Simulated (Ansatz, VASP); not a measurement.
# La2Y2O in VASP and in Ansatz

```
La Y O
1.0
    -2.29432    2.29432    7.17700
     2.29432   -2.29432    7.17700
     2.29432    2.29432   -7.17700
La Y O
2 2 1
Direct
  0.54612 0.04612 0.50000
  0.04612 0.54612 0.50000
  0.29611 0.79611 0.50000
  0.79611 0.29611 0.50000
  0.79610 0.79610 0.00000
```

Alike in both runs: functional PBE; k mesh 5 × 5 × 5; occupations gaussian, width 0.2 eV; no spin polarisation.

Ansatz relaxed the structure, and its values are those at the end. VASP's run is a single point on that final structure, the one shown.

|  | VASP | Ansatz |
| --- | --- | --- |
| version | VASP 6.6.1 | Ansatz 0.2.0 |
| potentials or method | VASP PAW PBE potentials, release 64 (La, Y_sv, O), cutoff 520 eV | scalar-relativistic, plane waves, PAW |
| valence electrons in the cell | 50 | 50 |

|  | VASP | Ansatz | Ansatz less VASP |
| --- | --- | --- | --- |
| gap on the k mesh at the Fermi level (eV) | none | none | - |
| pressure (GPa) | -0.1 | -0.1 | +0.02 |

A gap of «none» marks a metal or a gap that the smearing closes. The functional is the same, so the differences come from potentials, cutoffs and numerics.

The k mesh is coarse, so the values compare programs but aren't converged. Spin-orbit coupling is off throughout.
